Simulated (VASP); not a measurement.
Input of a VASP 6.6.1 run:

INCAR

```
PREC = Accurate ; ENCUT = 600
EDIFF = 1E-6 ; ISMEAR = 0
SIGMA = 0.01 ; LREAL = False
LASPH = True ; NELM = 120
ALGO = Normal ; ISIF = 2
LWAVE = False ; LCHARG = True
GGA = PS ; LELF = True
LVHAR = True ; NBANDS = 11
GGA_COMPAT = False
```

The input KPOINTS:

```
regular mesh
0
Gamma
  10 10 10
```

Contents of POSCAR:

```
MgO
1.0
    0.0000000000      1.8234333167      1.8234333167
    1.8234333167      0.0000000000      1.8234333167
    1.8234333167      1.8234333167      0.0000000000
Mg O
1 1
Direct
    0.0000000000      0.0000000000      0.0000000000
    0.5000000000      0.5000000000      0.5000000000
```

Potentials or basis: VASP PAW PBE potentials, release 64 (Mg, O).

Command:

```console
$ cat potpaw_PBE.64/Mg/POTCAR potpaw_PBE.64/O/POTCAR > POTCAR
$ mpirun -np 1 vasp_std > vasp.out
```

Task: Estimate the band gap on the k mesh.

Result: 8.93 eV (least direct gap 10.11 eV).

Task: What does it give for the pressure?

Result: 170.8 GPa.

Caveat: the cell stands under pressure; the PAW data sets were made with another functional, which shifts forces and pressure a little. A k mesh can miss the band edges.
